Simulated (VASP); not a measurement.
# Mg3CdTe4 (P-4m2) in VASP: relaxation of shape and atoms at fixed volume with PBE

Aim: the relaxation of shape and atoms at fixed volume of Mg3CdTe4 with PBE.

Everything below comes from runs of VASP 6.6.1. Logs are shortened: lines on timing, memory, paths and dates and some standing lists are left out, and cuts for length are marked.

### 1 The cell of the first run

It takes space group P-4m2 (No. 115, tetragonal). The conventional cell has a = 4.778 Å, b = 4.778 Å, c = 13.460 Å, α = 90.00°, β = 90.00°, γ = 90.00°. Within 3.8 Å of Mg (site symmetry 2mm) lie 4 Te at 2.91 Å. Within 3.8 Å of Mg (site symmetry -4m2) lie 4 Te at 2.91 Å. Cd (site symmetry -4m2) has 4 Te at 2.95 Å within 3.9 Å. Te (site symmetry 2mm) has 4 Mg at 2.91 Å within 3.8 Å. Te (site symmetry 2mm) has 2 Mg at 2.91 Å and 2 Cd at 2.95 Å within 3.8 Å.

### 2 Relaxation of shape and atoms at fixed volume, PBE (38.41 Å³/atom)

The input, INCAR:

```
SYSTEM = Mg3CdTe4
ALGO = Normal
EDIFF = 1E-6
EDIFFG = -0.01
ENCUT = 600
GGA = PE
IBRION = 2
ISIF = 4
ISMEAR = 0
LASPH = .TRUE.
LCHARG = .FALSE.
LREAL = .FALSE.
LWAVE = .FALSE.
NELM = 100
NSW = 50
PREC = Accurate
SIGMA = 0.02
```

The input, KPOINTS:

```
k-points
0
G
  6 6 2
  0 0 0
```

The input, POSCAR:

```
Mg3CdTe4
1.0
    4.7777764005      0.0000000000      0.0000000000
    0.0000000000      4.7777764005      0.0000000000
    0.0000000000      0.0000000000     13.4596787694
Mg Cd Te
3 1 4
Direct
    0.5000000000      0.5000000000      0.2520354508
    0.0000000000      0.0000000000      0.5000000000
    0.5000000000      0.5000000000      0.7479645492
    0.0000000000      0.0000000000      0.0000000000
    0.5000000000      0.0000000000      0.3760075177
    0.0000000000      0.5000000000      0.6239924823
    0.5000000000      0.0000000000      0.8711939551
    0.0000000000      0.5000000000      0.1288060449
```

Potentials or basis: VASP PAW PBE potentials, release 64 (Mg, Cd, Te).

The run is started by

```console
> cat potpaw_PBE.64/Mg/POTCAR potpaw_PBE.64/Cd/POTCAR potpaw_PBE.64/Te/POTCAR > POTCAR
> mpirun -np 1 vasp_std > vasp.out
```

OUTCAR:

```text
SYSTEM = Mg3CdTe4
   EDIFF = 1E-6
   EDIFFG = -0.01
   ENCUT = 600
   GGA = PE
   IBRION = 2
   ISIF = 4
   ISMEAR = 0
   LASPH = .TRUE.
   LREAL = .FALSE.
   NELM = 100
   NSW = 50
   PREC = Accurate

 ion  position               nearest neighbor table
   1  0.500  0.500  0.252-   8 2.91   8 2.91   5 2.91   5 2.91
   2  0.000  0.000  0.500-   5 2.91   6 2.91   6 2.91   5 2.91
   3  0.500  0.500  0.748-   7 2.91   7 2.91   6 2.91   6 2.91
   4  0.000  0.000  0.000-   7 2.95   8 2.95   8 2.95   7 2.95
   5  0.500  0.000  0.376-   1 2.91   1 2.91   2 2.91   2 2.91
   6  0.000  0.500  0.624-   3 2.91   3 2.91   2 2.91   2 2.91
   7  0.500  0.000  0.871-   3 2.91   3 2.91   4 2.95   4 2.95
   8  0.000  0.500  0.129-   1 2.91   1 2.91   4 2.95   4 2.95

  LATTYP: Found a simple tetragonal cell.
 ALAT       =     4.7777764005
 C/A-ratio  =     2.8171428801

  Lattice vectors:

 A1 = (   4.7777764005,   0.0000000000,   0.0000000000)
 A2 = (   0.0000000000,   4.7777764005,   0.0000000000)
 A3 = (   0.0000000000,   0.0000000000,  13.4596787694)

Analysis of symmetry for initial positions (statically):
=====================================================================
 Subroutine PRICEL returns:
 Original cell was already a primitive cell.

 Routine SETGRP: Setting up the symmetry group for a
 simple tetragonal supercell.

 Subroutine GETGRP returns: Found  8 space group operations
 (whereof  8 operations were pure point group operations)
 out of a pool of 16 trial point group operations.

The static configuration has the point symmetry D_2d.

Analysis of symmetry for dynamics (positions and initial velocities):
=====================================================================
 Subroutine PRICEL returns:
 Original cell was already a primitive cell.

 Routine SETGRP: Setting up the symmetry group for a
 simple tetragonal supercell.

 Subroutine GETGRP returns: Found  8 space group operations
 (whereof  8 operations were pure point group operations)
 out of a pool of 16 trial point group operations.

The dynamic configuration has the point symmetry D_2d.

 Subroutine INISYM returns: Found  8 space group operations
 (whereof  8 operations are pure point group operations),
 and found     1 'primitive' translations

----------------------------------------------------------------------------------------

                                     Primitive cell

  volume of cell :     307.2461

  direct lattice vectors                    reciprocal lattice vectors
     4.777776400  0.000000000  0.000000000     0.209302386  0.000000000  0.000000000
     0.000000000  4.777776400  0.000000000     0.000000000  0.209302386  0.000000000
     0.000000000  0.000000000 13.459678769     0.000000000  0.000000000  0.074295978

  length of vectors
     4.777776400  4.777776400 13.459678769     0.209302386  0.209302386  0.074295978

  position of ions in fractional coordinates (direct lattice)
     0.500000000  0.500000000  0.252035451
     0.000000000  0.000000000  0.500000000
     0.500000000  0.500000000  0.747964549
     0.000000000  0.000000000  0.000000000
     0.500000000  0.000000000  0.376007518
     0.000000000  0.500000000  0.623992482
     0.500000000  0.000000000  0.871193955
     0.000000000  0.500000000  0.128806045

  ion indices of the primitive-cell ions
   primitive index   ion index
                 1           1
                 2           2
                 3           3
                 4           4
                 5           5
                 6           6
                 7           7
                 8           8

----------------------------------------------------------------------------------------

 KPOINTS: k-points

Automatic generation of k-mesh.
 Grid dimensions read from file:
 generate k-points for:    6    6    2

 Generating k-lattice:

  Cartesian coordinates                     Fractional coordinates (reciprocal lattice)
     0.034883731  0.000000000  0.000000000     0.166666667  0.000000000  0.000000000
     0.000000000  0.034883731  0.000000000     0.000000000  0.166666667  0.000000000
     0.000000000  0.000000000  0.037147989     0.000000000  0.000000000  0.500000000

  Length of vectors
     0.034883731  0.034883731  0.037147989

  Shift w.r.t. Gamma in fractional coordinates (k-lattice)
     0.000000000  0.000000000  0.000000000

 Subroutine IBZKPT returns following result:
 ===========================================

 Found     20 irreducible k-points:

 Following reciprocal coordinates:
            Coordinates               Weight
  0.000000  0.000000  0.000000      1.000000
  0.166667  0.000000  0.000000      4.000000
  0.333333  0.000000  0.000000      4.000000
  0.500000  0.000000  0.000000      2.000000
  0.166667  0.166667  0.000000      4.000000
  0.333333  0.166667  0.000000      8.000000
[... 12 lines left out ...]
  0.500000  0.333333  0.500000      4.000000
  0.500000  0.500000  0.500000      1.000000
   k-points           NKPTS =     20   k-points in BZ     NKDIM =     20   number of bands    NBANDS=     26
   number of dos      NEDOS =    301   number of ions     NIONS =      8
   total plane-waves  NPLWV = 172800
   dimension x,y,z NGX =    40 NGY =   40 NGZ =  108
   dimension x,y,z NGXF=    80 NGYF=   80 NGZF=  216
   ions per type =               3   1   4
   NGX,Y,Z   is equivalent  to a cutoff of  13.92, 13.92, 13.34 a.u.
   NGXF,Y,Z  is equivalent  to a cutoff of  27.84, 27.84, 26.68 a.u.
 SYSTEM =  Mg3CdTe4
   PREC   = accura    normal or accurate (medium, high low for compatibility)
   ISTART =      0    job   : 0-new  1-cont  2-samecut
   ICHARG =      2    charge: 1-file 2-atom 10-const
   ISPIN  =      1    spin polarized calculation?
   LNONCOLLINEAR =      F non collinear calculations
   LSORBIT =      F    spin-orbit coupling
   LASPH  =      T    aspherical Exc in radial PAW
   ENCUT  =  600.0 eV  44.10 Ry    6.64 a.u.   9.54  9.54 26.88*2*pi/ulx,y,z
   NELM   =    100;   NELMIN=  2; NELMDL= -5     # of ELM steps
   EDIFF  = 0.1E-05   stopping-criterion for ELM
   LREAL  =      F    real-space projection
   EDIFFG = -.1E-01   stopping-criterion for IOM
   NSW    =     50    number of steps for IOM
   IBRION =      2    ionic relax: 0-MD 1-quasi-New 2-CG
   NFREE  =      1    steps in history (QN), initial steepest desc. (CG)
   ISIF   =      4    stress and relaxation
   ISYM   =      2    0-nonsym 1-usesym 2-fastsym
   POTIM  = 0.5000    time-step for ionic-motion
   TEBEG  =    0.0;   TEEND  =   0.0 temperature during run
   PSTRESS=    0.0 pullay stress
   NELECT =      42.0000    total number of electrons
   NUPDOWN=      -1.0000    fix difference up-down
   EMIN   =  10.00;   EMAX   =-10.00  energy-range for DOS
   EFERMI =   0.00;   METHOD = LEGACY
   ISMEAR =     0;   SIGMA  =   0.02  broadening in eV -4-tet -1-fermi 0-gaus
   EFERMI_NEDOS =   21; number of points for ismear=-14 and -15
   IALGO  =     38    algorithm
   IMIX   =      4    mixing-type and parameters
     AMIX     =   0.40;   BMIX     =  1.00
     AMIX_MAG =   1.60;   BMIX_MAG =  1.00
  volume/ion in A,a.u.               =      38.41       259.17
  Fermi-wavevector in a.u.,A,eV,Ry     =   0.843327  1.593656  9.676461  0.711200
  Thomas-Fermi vector in A             =   1.958176
   LORBIT       =      0    0 simple, 1 ext, 2 COOP (PROOUT), +10 PAW based schemes
   GGA     = PE    functional components
   LHFCALC =     F    Hartree Fock is set to
   AEXX    =    0.0000 exact exchange contribution
   IVDW    =     0    specifies the selected vdW correction
   LEPSILON=     F    determine dielectric tensor
   LRPA    =     F    only Hartree local field effects (RPA)
 conjugate gradient relaxation of ions
 non-spin polarized calculation
 Gauss-broadening in eV      SIGMA  =   0.02
  energy-cutoff  :      600.00
  volume of cell :      307.25
 maximum number of plane-waves:     10305
 NGX is ok and might be reduce to    40
   NGX = 19   NGY = 19   NGZ = 53

 number of electron      41.9999999 magnetization

 Free energy of the ion-electron system (eV)
  ---------------------------------------------------
  ext. energy  EPLUGINS =         0.00000000
  ---------------------------------------------------
  free energy    TOTEN  =       -23.75642595 eV

  energy without entropy =      -23.75642595  energy(sigma->0) =      -23.75642595

 E-fermi :   1.2058     XC(G=0):  -7.5441

 val. band max:        1.1114573398   @ k =   0.0000   0.0000   0.0000
 cond. band min:       2.5353973092   @ k =   0.0000   0.0000   0.0000
 fundamental gap:      1.4239399694
 Fermi energy:         1.2057794123

 k-point     1 :       0.0000    0.0000    0.0000
  band No.  band energies     occupation
      1      -8.8902      2.00000
      2      -8.6849      2.00000
      3      -8.6019      2.00000
      4      -8.3284      2.00000
      5      -6.4346      2.00000
      6      -6.4346      2.00000
[... 18 lines left out ...]
     25       4.5292      0.00000
     26       4.6838      0.00000

 k-point     2 :       0.1667    0.0000    0.0000
  band No.  band energies     occupation
      1      -8.8310      2.00000
      2      -8.6534      2.00000
      3      -8.5671      2.00000
      4      -8.3262      2.00000
      5      -6.4333      2.00000
      6      -6.4152      2.00000
[... 18 lines left out ...]
     25       4.6357      0.00000
     26       5.0839      0.00000

 k-point     3 :       0.3333    0.0000    0.0000
  band No.  band energies     occupation
      1      -8.6924      2.00000
      2      -8.5906      2.00000
      3      -8.4889      2.00000
      4      -8.3425      2.00000
      5      -6.4307      2.00000
      6      -6.3742      2.00000
[... 456 lines left out ...]
 k-point    19 :       0.5000    0.3333    0.5000
  band No.  band energies     occupation
      1      -8.5055      2.00000
      2      -8.4944      2.00000
      3      -8.2967      2.00000
      4      -8.2966      2.00000
      5      -6.3925      2.00000
      6      -6.3480      2.00000
[... 18 lines left out ...]
     25       4.6583      0.00000
     26       5.1821      0.00000

 k-point    20 :       0.5000    0.5000    0.5000
  band No.  band energies     occupation
      1      -8.4719      2.00000
      2      -8.4719      2.00000
      3      -8.2578      2.00000
      4      -8.2578      2.00000
      5      -6.3777      2.00000
      6      -6.3544      2.00000
[... 18 lines left out ...]
     25       4.7358      0.00000
     26       4.7358      0.00000

------------------------ aborting loop because EDIFF is reached ----------------------------------------

  FORCE on cell =-STRESS in cart. coord.  units (eV):
  Direction    XX          YY          ZZ          XY          YZ          ZX
  --------------------------------------------------------------------------------------
  -------------------------------------------------------------------------------------
  Total       -5.1414692     -5.1414692     -5.0905276      0.0000000      0.0000000      0.0000000
  in kB      -26.8109056    -26.8109056    -26.5452636      0.0000000      0.0000000      0.0000000
  external PRESSURE =     -26.7223583 kB  Pullay stress =       0.0000000 kB

 VOLUME and BASIS-vectors are now :
 -----------------------------------------------------------------------------
  energy-cutoff  :      600.00
  volume of cell :      307.25
      direct lattice vectors                 reciprocal lattice vectors
     4.777776400  0.000000000  0.000000000     0.209302386  0.000000000  0.000000000
     0.000000000  4.777776400  0.000000000     0.000000000  0.209302386  0.000000000
     0.000000000  0.000000000 13.459678769     0.000000000  0.000000000  0.074295978

 POSITION                                       TOTAL-FORCE (eV/Angst)
 -----------------------------------------------------------------------------------
      2.38889      2.38889      3.39232         0.000000      0.000000     -0.000954
      0.00000      0.00000      6.72984         0.000000     -0.000000      0.000000
      2.38889      2.38889     10.06736         0.000000     -0.000000      0.000954
      0.00000      0.00000      0.00000        -0.000000     -0.000000      0.000000
      2.38889      0.00000      5.06094         0.000000     -0.000000      0.001406
      0.00000      2.38889      8.39874         0.000000     -0.000000     -0.001406
      2.38889      0.00000     11.72599        -0.000000      0.000000      0.005719
      0.00000      2.38889      1.73369         0.000000     -0.000000     -0.005719
 -----------------------------------------------------------------------------------
    total drift:                               -0.000000      0.000000      0.000000

  FREE ENERGIE OF THE ION-ELECTRON SYSTEM (eV)
  ---------------------------------------------------
  free  energy   TOTEN  =       -23.7564259538 eV

  energy  without entropy=      -23.7564259538  energy(sigma->0) =      -23.75642595

 reached required accuracy - stopping structural energy minimisation
```

Wall time 2.2 min (1 thread of Intel Xeon 6975P-C (Granite Rapids), shared host); peak memory 0.56 GiB.

What came out:

| Quantity | Value |
| --- | --- |
| Free energy | -23.7564 eV |
| Pressure after relaxing | -2.7 GPa |
| Largest force after relaxing | 0.006 eV/Å |
| Band gap on the k mesh | 1.42 eV |

Forces on the atoms (eV/Å):
```
Mg   0.000  0.000 -0.001
Mg   0.000  0.000  0.000
Mg   0.000  0.000  0.001
Cd   0.000  0.000  0.000
Te   0.000  0.000  0.001
Te   0.000  0.000 -0.001
Te   0.000  0.000  0.006
Te   0.000  0.000 -0.006
```

Final structure:
```
CELL_PARAMETERS angstrom
4.77778 0.00000 0.00000
0.00000 4.77778 0.00000
0.00000 0.00000 13.45968
ATOMIC_POSITIONS crystal
Mg 0.50000 0.50000 0.25204
Mg 0.00000 0.00000 0.50000
Mg 0.50000 0.50000 0.74796
Cd 0.00000 0.00000 0.00000
Te 0.50000 0.00000 0.37601
Te 0.00000 0.50000 0.62399
Te 0.50000 0.00000 0.87119
Te 0.00000 0.50000 0.12881
```

Caveat: the relaxation stopped at its first step, so nothing moved; spin-orbit coupling is left out, which moves the levels of the heavy elements.
